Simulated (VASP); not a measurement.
# Zr (Fm-3m) in VASP: notebook

The runs below take Zr through single point, with BLYP, PBE.

Everything below comes from runs of VASP 6.6.1. Logs are shortened: lines on timing, memory, paths and dates and some standing lists are left out, and cuts for length are marked.

## 1. The cell of the first run

Symmetry: Fm-3m, No. 225, cubic system. Conventional cell: a = 4.529 Å, b = 4.529 Å, c = 4.529 Å, α = 90.00°, β = 90.00°, γ = 90.00°. Within 4.2 Å of Zr (site symmetry m-3m) lie 12 Zr at 3.20 Å.

## 2. Single point, BLYP, collinear spin, ferromagnetic start

INCAR reads:

```
PREC     = Accurate       # precision mode
ENCUT    = 500            # plane-wave cutoff, eV
EDIFF    = 1E-6           # SCF threshold, eV
ISMEAR   = -1             # smearing method
SIGMA    = 0.027          # smearing width, eV
LREAL    = False          # projectors in reciprocal space
LASPH    = True           # aspherical terms in the spheres
NELM     = 200            # most SCF steps
ALGO     = Normal         # electronic algorithm
ISIF     = 2              # what is computed and relaxed
LWAVE    = False          # write WAVECAR
LCHARG   = False          # write CHGCAR
ISPIN    = 2              # spin polarisation
MAGMOM   = 5              # initial moments
LORBIT   = 11             # projections on sites
LMAXMIX  = 4              # l up to which the mixer works
GGA      = B5             # functional
ALDAX    = 1.0          
AGGAX    = 1.0          
AGGAC    = 1.0          
ALDAC    = 0.0          
NBANDS   = 16             # bands
ISYM     = 0            
GGA_COMPAT= False
```

KPOINTS reads:

```
Automatic mesh
0
Gamma
  2 2 2
  0.25 0.25 0.25
```

POSCAR reads:

```
Zr
1.0
    0.0000000000      2.2646202716      2.2646202716
    2.2646202716      0.0000000000      2.2646202716
    2.2646202716      2.2646202716      0.0000000000
Zr
1
Direct
    0.1540000000      0.3900000000      0.2140000000
```

Potentials or basis: VASP PAW PBE potentials, release 64 (Zr_sv).

Launch:

```sh
$ cat potpaw_PBE.64/Zr_sv/POTCAR > POTCAR
$ mpirun -np 1 vasp_std > vasp.out
```

OUTCAR:

```text
PREC = Accurate
   ENCUT = 500
   EDIFF = 1E-6
   ISMEAR = -1
   LREAL = False
   LASPH = True
   NELM = 200
   ISIF = 2
   ISPIN = 2
   LORBIT = 11
   GGA = B5
   ISYM = 0

 ion  position               nearest neighbor table
   1  0.154  0.390  0.214-

IMPORTANT INFORMATION: All symmetrisations will be switched off!
NOSYMM: (Re-)initialisation of all symmetry stuff for point group C_1.

----------------------------------------------------------------------------------------

                                     Primitive cell

  volume of cell :      23.2282

  direct lattice vectors                    reciprocal lattice vectors
     0.000000000  2.264620272  2.264620272    -0.220787567  0.220787567  0.220787567
     2.264620272  0.000000000  2.264620272     0.220787567 -0.220787567  0.220787567
     2.264620272  2.264620272  0.000000000     0.220787567  0.220787567 -0.220787567

  length of vectors
     3.202656702  3.202656702  3.202656702     0.382415284  0.382415284  0.382415284

  position of ions in fractional coordinates (direct lattice)
     0.154000000  0.390000000  0.214000000

  ion indices of the primitive-cell ions
   primitive index   ion index
                 1           1

----------------------------------------------------------------------------------------

 KPOINTS: Automatic mesh

Automatic generation of k-mesh.
 Grid dimensions read from file:
 generate k-points for:    2    2    2

 Generating k-lattice:

  Cartesian coordinates                     Fractional coordinates (reciprocal lattice)
    -0.110393784  0.110393784  0.110393784     0.500000000  0.000000000  0.000000000
     0.110393784 -0.110393784  0.110393784     0.000000000  0.500000000  0.000000000
     0.110393784  0.110393784 -0.110393784     0.000000000  0.000000000  0.500000000

  Length of vectors
     0.191207642  0.191207642  0.191207642

  Shift w.r.t. Gamma in fractional coordinates (k-lattice)
     0.250000000  0.250000000  0.250000000

 Subroutine IBZKPT returns following result:
 ===========================================

 Found     32 irreducible k-points:

 Following reciprocal coordinates:
            Coordinates               Weight
  0.125000  0.125000  0.125000      2.000000
  0.125000  0.000000  0.000000      2.000000
  0.000000  0.000000 -0.125000      2.000000
  0.000000  0.125000  0.000000      2.000000
 -0.375000  0.125000  0.125000      2.000000
  0.125000 -0.375000  0.125000      2.000000
[... 16 lines left out ...]
  0.500000  0.500000 -0.125000      2.000000
  0.000000  0.500000  0.375000      2.000000
 [... further k-points ...]
   k-points           NKPTS =     32   k-points in BZ     NKDIM =     32   number of bands    NBANDS=     16
   number of dos      NEDOS =    301   number of ions     NIONS =      1
   total plane-waves  NPLWV =  13824
   dimension x,y,z NGX =    24 NGY =   24 NGZ =   24
   dimension x,y,z NGXF=    48 NGYF=   48 NGZF=   48
   ions per type =               1
   NGX,Y,Z   is equivalent  to a cutoff of  12.46, 12.46, 12.46 a.u.
   NGXF,Y,Z  is equivalent  to a cutoff of  24.92, 24.92, 24.92 a.u.
 SYSTEM =  unknown system
   PREC   = accura    normal or accurate (medium, high low for compatibility)
   ISTART =      0    job   : 0-new  1-cont  2-samecut
   ICHARG =      2    charge: 1-file 2-atom 10-const
   ISPIN  =      2    spin polarized calculation?
   LNONCOLLINEAR =      F non collinear calculations
   LSORBIT =      F    spin-orbit coupling
   LASPH  =      T    aspherical Exc in radial PAW
   ENCUT  =  500.0 eV  36.75 Ry    6.06 a.u.   5.84  5.84  5.84*2*pi/ulx,y,z
   NELM   =    200;   NELMIN=  2; NELMDL= -5     # of ELM steps
   EDIFF  = 0.1E-05   stopping-criterion for ELM
   LREAL  =      F    real-space projection
   EDIFFG = 0.1E-04   stopping-criterion for IOM
   NSW    =      0    number of steps for IOM
   IBRION =     -1    ionic relax: 0-MD 1-quasi-New 2-CG
   NFREE  =      0    steps in history (QN), initial steepest desc. (CG)
   ISIF   =      2    stress and relaxation
   ISYM   =      0    0-nonsym 1-usesym 2-fastsym
   POTIM  = 0.5000    time-step for ionic-motion
   TEBEG  =    0.0;   TEEND  =   0.0 temperature during run
   PSTRESS=    0.0 pullay stress
   NELECT =      12.0000    total number of electrons
   NUPDOWN=      -1.0000    fix difference up-down
   EMIN   =  10.00;   EMAX   =-10.00  energy-range for DOS
   EFERMI =   0.00;   METHOD = LEGACY
   ISMEAR =    -1;   SIGMA  =   0.03  broadening in eV -4-tet -1-fermi 0-gaus
   EFERMI_NEDOS =   21; number of points for ismear=-14 and -15
   IALGO  =     38    algorithm
   IMIX   =      4    mixing-type and parameters
     AMIX     =   0.40;   BMIX     =  1.00
     AMIX_MAG =   1.60;   BMIX_MAG =  1.00
  volume/ion in A,a.u.               =      23.23       156.75
  Fermi-wavevector in a.u.,A,eV,Ry     =   1.313600  2.482344 23.477470  1.725545
  Thomas-Fermi vector in A             =   2.443912
   LORBIT       =     11    0 simple, 1 ext, 2 COOP (PROOUT), +10 PAW based schemes
   GGA     = B5    functional components
   LHFCALC =     F    Hartree Fock is set to
   AEXX    =    0.0000 exact exchange contribution
   IVDW    =     0    specifies the selected vdW correction
   LEPSILON=     F    determine dielectric tensor
   LRPA    =     F    only Hartree local field effects (RPA)
 spin polarized calculation
  energy-cutoff  :      500.00
  volume of cell :       23.23
 maximum number of plane-waves:       598
   NGX = 11   NGY = 11   NGZ = 11

 number of electron      12.0000000 magnetization      -0.0004373

 number of electron      12.0000000 magnetization       0.0000320

 Free energy of the ion-electron system (eV)
  ---------------------------------------------------
  ext. energy  EPLUGINS =         0.00000000
  ---------------------------------------------------
  free energy    TOTEN  =        -7.78227644 eV

  energy without entropy =       -7.78190521  energy(sigma->0) =       -7.78209082

 E-fermi :  10.1400     XC(G=0): -10.5075

 val. band max:        9.9821039735   @ k =  -0.3750   0.0000   0.0000
 cond. band min:      10.3329701363   @ k =   0.1250   0.5000   0.0000
 fundamental gap:      0.3508661628
 Fermi energy:        10.1399565795

 spin component 1

 k-point     1 :       0.1250    0.1250    0.1250
  band No.  band energies     occupation
      1     -39.1707      1.00000
      2     -16.9544      1.00000
      3     -16.8233      1.00000
      4     -16.8233      1.00000
      5       4.5289      1.00000
      6       9.9438      0.99930
[... 8 lines left out ...]
     15      30.0846      0.00000
     16      32.5983      0.00000

 k-point     2 :       0.1250    0.0000    0.0000
  band No.  band energies     occupation
      1     -39.1707      1.00000
      2     -16.9544      1.00000
      3     -16.8233      1.00000
      4     -16.8233      1.00000
      5       4.5289      1.00000
      6       9.9438      0.99930
[... 8 lines left out ...]
     15      30.0846      0.00000
     16      32.5983      0.00000

 k-point     3 :       0.0000    0.0000   -0.1250
  band No.  band energies     occupation
      1     -39.1707      1.00000
      2     -16.9544      1.00000
      3     -16.8233      1.00000
      4     -16.8233      1.00000
      5       4.5289      1.00000
      6       9.9438      0.99930
[... 8 lines left out ...]
     15      30.0846      0.00000
     16      32.5983      0.00000

 k-point     4 :       0.0000    0.1250    0.0000
  band No.  band energies     occupation
      1     -39.1707      1.00000
      2     -16.9544      1.00000
      3     -16.8233      1.00000
      4     -16.8233      1.00000
      5       4.5289      1.00000
      6       9.9438      0.99930
[... 8 lines left out ...]
     15      30.0846      0.00000
     16      32.5983      0.00000
[... 324 lines left out ...]
 k-point    22 :       0.1250    0.5000    0.5000
  band No.  band energies     occupation
      1     -39.0082      1.00000
      2     -17.6456      1.00000
      3     -17.1945      1.00000
      4     -17.1169      1.00000
      5       6.8325      1.00000
      6       7.5511      1.00000
[... 8 lines left out ...]
     15      29.3257      0.00000
     16      30.7249      0.00000

 k-point    23 :       0.5000    0.5000   -0.1250
  band No.  band energies     occupation
      1     -39.0082      1.00000
      2     -17.6456      1.00000
      3     -17.1945      1.00000
      4     -17.1169      1.00000
      5       6.8325      1.00000
      6       7.5511      1.00000
[... 8 lines left out ...]
     15      29.3257      0.00000
     16      30.7249      0.00000

 k-point    24 :       0.0000    0.5000    0.3750
  band No.  band energies     occupation
      1     -39.0082      1.00000
      2     -17.6456      1.00000
      3     -17.1945      1.00000
      4     -17.1169      1.00000
      5       6.8325      1.00000
      6       7.5511      1.00000
[... 8 lines left out ...]
     15      29.3257      0.00000
     16      30.7249      0.00000

 [... further k-points ...]

 spin component 2

 k-point     1 :       0.1250    0.1250    0.1250
  band No.  band energies     occupation
      1     -39.1711      1.00000
      2     -16.9544      1.00000
      3     -16.8234      1.00000
      4     -16.8234      1.00000
      5       4.5285      1.00000
      6       9.9438      0.99930
[... 8 lines left out ...]
     15      30.0843      0.00000
     16      32.5983      0.00000

 k-point     2 :       0.1250    0.0000    0.0000
  band No.  band energies     occupation
      1     -39.1711      1.00000
      2     -16.9544      1.00000
      3     -16.8234      1.00000
      4     -16.8234      1.00000
      5       4.5285      1.00000
      6       9.9438      0.99930
[... 8 lines left out ...]
     15      30.0843      0.00000
     16      32.5983      0.00000

 k-point     3 :       0.0000    0.0000   -0.1250
  band No.  band energies     occupation
      1     -39.1711      1.00000
      2     -16.9544      1.00000
      3     -16.8234      1.00000
      4     -16.8234      1.00000
      5       4.5285      1.00000
      6       9.9438      0.99930
[... 8 lines left out ...]
     15      30.0843      0.00000
     16      32.5983      0.00000

 k-point     4 :       0.0000    0.1250    0.0000
  band No.  band energies     occupation
      1     -39.1711      1.00000
      2     -16.9544      1.00000
      3     -16.8234      1.00000
      4     -16.8234      1.00000
      5       4.5285      1.00000
      6       9.9438      0.99930
[... 8 lines left out ...]
     15      30.0843      0.00000
     16      32.5983      0.00000
[... 324 lines left out ...]
 k-point    22 :       0.1250    0.5000    0.5000
  band No.  band energies     occupation
      1     -39.0086      1.00000
      2     -17.6457      1.00000
      3     -17.1946      1.00000
      4     -17.1170      1.00000
      5       6.8324      1.00000
      6       7.5512      1.00000
[... 8 lines left out ...]
     15      29.3257      0.00000
     16      30.7251      0.00000

 k-point    23 :       0.5000    0.5000   -0.1250
  band No.  band energies     occupation
      1     -39.0086      1.00000
      2     -17.6457      1.00000
      3     -17.1946      1.00000
      4     -17.1170      1.00000
      5       6.8324      1.00000
      6       7.5512      1.00000
[... 8 lines left out ...]
     15      29.3257      0.00000
     16      30.7251      0.00000

 k-point    24 :       0.0000    0.5000    0.3750
  band No.  band energies     occupation
      1     -39.0086      1.00000
      2     -17.6457      1.00000
      3     -17.1946      1.00000
      4     -17.1170      1.00000
      5       6.8324      1.00000
      6       7.5512      1.00000
[... 8 lines left out ...]
     15      29.3257      0.00000
     16      30.7251      0.00000

 [... further k-points ...]

------------------------ aborting loop because EDIFF is reached ----------------------------------------

  FORCE on cell =-STRESS in cart. coord.  units (eV):
  Direction    XX          YY          ZZ          XY          YZ          ZX
  --------------------------------------------------------------------------------------
  -------------------------------------------------------------------------------------
  Total       -0.9963733     -0.9963743     -0.9963711     -0.0000028     -0.0000085     -0.0000011
  in kB      -68.7252734    -68.7253431    -68.7251265     -0.0001960     -0.0005849     -0.0000771
  external PRESSURE =     -68.7252477 kB  Pullay stress =       0.0000000 kB

 VOLUME and BASIS-vectors are now :
 -----------------------------------------------------------------------------
  energy-cutoff  :      500.00
  volume of cell :       23.23
      direct lattice vectors                 reciprocal lattice vectors
     0.000000000  2.264620272  2.264620272    -0.220787567  0.220787567  0.220787567
     2.264620272  0.000000000  2.264620272     0.220787567 -0.220787567  0.220787567
     2.264620272  2.264620272  0.000000000     0.220787567  0.220787567 -0.220787567

 POSITION                                       TOTAL-FORCE (eV/Angst)
 -----------------------------------------------------------------------------------
      1.36783      0.83338      1.23195         0.000000     -0.000004      0.000001
 -----------------------------------------------------------------------------------
    total drift:                                0.000000     -0.000004      0.000001

  FREE ENERGIE OF THE ION-ELECTRON SYSTEM (eV)
  ---------------------------------------------------
  free  energy   TOTEN  =        -7.7822764368 eV

  energy  without entropy=       -7.7819052100  energy(sigma->0) =       -7.78209082

 total charge

# of ion       s       p       d       tot
------------------------------------------
    1        2.224   5.915   1.789   9.928

 magnetization (x)

# of ion       s       p       d       tot
------------------------------------------
    1       -0.000  -0.000  -0.000  -0.000
```

Run time: 12 s. Hardware: 1 thread of Intel Xeon 6975P-C (Granite Rapids), shared host; peak memory 0.14 GiB.

The run converged, but its numbers aren't listed here, since they failed a check.

Caveat: the k points lie up to 1.20 Å⁻¹ apart; the mesh shows a gap though the element is a metal; the PAW data sets were made with another functional, which shifts forces and pressure a little.

(Continued in part 2 of 2.)
